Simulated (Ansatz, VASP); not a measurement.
**InAs in VASP and in Ansatz**

```
In As
1.0
     0.00000    3.52588    2.93921
     2.93921    0.00000    2.93921
     2.93921    3.52588    0.00000
In As
1 1
Direct
  0.00000 0.00000 0.00000
  0.75000 0.75000 0.75000
```

Alike in both runs: task single point; functional PBEsol; k mesh 14 × 14 × 14; occupations gaussian, width 0.15 eV; no spin polarisation.

```csv
,VASP,Ansatz
version,VASP 6.6.1,Ansatz 0.2.0
potentials or method,"VASP PAW PBE potentials, release 64 (In_d, As), cutoff 520 eV","scalar-relativistic, plane waves, PAW"
valence electrons in the cell,18,28
```

```tsv
	VASP	Ansatz	Ansatz less VASP
gap on the k mesh at the Fermi level (eV)	none	none	-
pressure (GPa)	-3.8	-3.8	-0.04
traceless stress, the component that is largest in VASP (GPa)	-5.42	-5.42	-0.002
```

VASP's potentials were made for PBE, not for PBEsol, and Ansatz warns of the same on its side. A gap of «none» marks a metal or a gap that the smearing closes. The functional is the same, so the differences come from potentials, cutoffs and numerics. VASP's potentials hold 18 valence electrons a cell and Ansatz's 28, so a difference there can come from the potentials and not from the codes.
